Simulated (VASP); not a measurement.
Runs of VASP 6.6.1 on Cs3LaF2. The structure is that of space group P6/mmm (No. 191), or close to it. The cells are those of the table. The cell was generated, and may not be a known phase.

| task | cell | k mesh | cutoff (eV) | gap on the mesh (eV) | pressure (GPa) |
| --- | --- | --- | --- | --- | --- |
| single point | a = 8.466, b = 8.466, c = 3.720 Å, angles 90.0, 90.0, 120.0°, 6 atoms | 6 × 6 × 10 | 520 | none | 0.0 |
| single point | a = 6.996, b = 6.996, c = 10.567 Å, angles 90.0, 90.0, 120.0°, 6 atoms | 3 × 3 × 2 | 520 | none | (a) |
| single point | a = 8.331, b = 8.331, c = 3.722 Å, angles 90.0, 90.0, 120.0°, 6 atoms | 3 × 3 × 2 | 520 | none | 0.0 |
| relaxation of cell and atoms | relaxed from a = 8.331, b = 8.331, c = 3.722 Å, angles 90.0, 90.0, 120.0°, 6 atoms | 3 × 3 × 6 | 600 | none | 0.0 |
| single point | a = 8.417, b = 8.417, c = 3.727 Å, angles 90.0, 90.0, 120.0°, 6 atoms | 3 × 3 × 6 | 520 | none | 0.2 |

Alike in all rows: level PBE; potentials or basis VASP PAW PBE potentials, release 64 (Cs_sv, La, F); no spin polarisation; smearing gaussian 0.1 eV.

Estimate the missing entries.

(a) -1.0.

Caveats: some runs use coarse meshes; spin-orbit coupling is left out, which moves the levels of the heavy elements.

A k mesh can miss the band edges, and the runs leave out spin-orbit coupling on Cs, La.

A gap of «none» marks levels without a gap at the run's occupations.
